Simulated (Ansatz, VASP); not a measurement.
# One calculation of Ga, two programs

File INCAR:

```
SYSTEM = Ga
PREC = Accurate
ENCUT = 600
EDIFF = 1E-7
ISMEAR = -1
SIGMA = 0.1
LREAL = .False.
LASPH = .True.
NELM = 60
ALGO = Normal
ISIF = 3
LWAVE = .False.
LCHARG = .False.
GGA = PE
IBRION = 2
NSW = 80
EDIFFG = -0.01
```

File KPOINTS:

```
Automatic mesh
0
Gamma
  13 13 13
  0 0 0
```

The input POSCAR:

```
Ga
1.0
    0.0000000000      2.1397919757      2.1397919757
    2.1397919757      0.0000000000      2.1397919757
    2.1397919757      2.1397919757      0.0000000000
Ga
1
Direct
    0.0000000000      0.0000000000      0.0000000000
```

Input for Ansatz:

```yaml
crystal:
  lattice:
    - [0.0, 2.1397919757, 2.1397919757]
    - [2.1397919757, 0.0, 2.1397919757]
    - [2.1397919757, 2.1397919757, 0.0]
  atoms:
    - { symbol: Ga, position: [0.0, 0.0, 0.0] }
hamiltonian:
  xc: pbe
  pseudopotentials:
    kind: paw
    azcp:
      Ga: "pseudopotentials/Ga.paw.azcp"
basis:
  ecutwfc: 420
  fft_grid_basis: typed
kpoints:
  mp_grid: { grid: [13, 13, 13], shift: [0, 0, 0] }
magnetization:
  spin_polarized: false
scf:
  occupations: { method: fermi_dirac, width: 0.1 }
relax:
  max_steps: 60
  f_tol: 0.01
  cell: {}
```

Alike in both runs: task relaxation of cell and atoms; functional PBE; k mesh 13 × 13 × 13; occupations fermi-dirac, width 0.1 eV; no spin polarisation.

|  | VASP | Ansatz |
| --- | --- | --- |
| version | VASP 6.6.1 | Ansatz 0.2.0 |
| potentials or method | VASP PAW PBE potentials, release 64 (Ga_d), cutoff 600 eV | plane waves (420 eV) with PAW, scalar-relativistic |
| valence electrons in the cell | 13 | 13 |

|  | VASP | Ansatz | Ansatz less VASP |
| --- | --- | --- | --- |
| relaxed volume (Å³/atom) | 19.00 | 18.98 | -0.026 |
| relaxed cell length with the largest relative difference (Å) | 2.995 | 2.994 | -0.0014 |
